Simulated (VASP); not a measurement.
# Sn: single point with LDA

The system is Sn.

```xyz
2
Lattice="0.0000 3.2395 3.2395 3.2395 0.0000 3.2395 3.2395 3.2395 0.0000" Properties=species:S:1:pos:R:3 pbc="T T T"
Sn    3.2395    3.2395    3.2395
Sn    4.8592    4.8592    4.8592
```

This isn't the form of Sn at room conditions, which is tetragonal (white tin).

```yaml
Program: VASP 6.6.1
Task: single point
Functional: LDA
Potentials_or_basis: VASP PAW LDA potentials, release 64 (Sn_d)
Cutoff: 500 eV
k_mesh: 6 × 6 × 6
Occupations: fermi-dirac, width 0.1 eV
Spin: no spin polarisation
```

```yaml
Pressure: 0.0 GPa
Band_gap_on_the_k_mesh: zero (bands 14 and 15 overlap by 0.18 eV)
```

Levels at points of the mesh, in eV from the Fermi level:
| k point | band 12 | band 13 | band 14 | band 15 | band 16 | band 17 |
| --- | --- | --- | --- | --- | --- | --- |
| (0.00, 0.00, 0.00) | -0.66 | 0.19 | 0.19 | 0.19 | 2.25 | 2.25 |
| (0.50, 0.00, 0.00) | -6.25 | -1.02 | -1.02 | 0.01 | 3.33 | 3.33 |
| (0.50, 0.50, 0.00) | -7.47 | -2.37 | -2.37 | 0.86 | 0.86 | 7.79 |

Run time: 30 s on 1 thread of Intel Xeon 8259CL, with other jobs on the host, peak memory 0.17 GiB.

Caveat: spin-orbit coupling is left out, which moves the levels of the heavy elements.
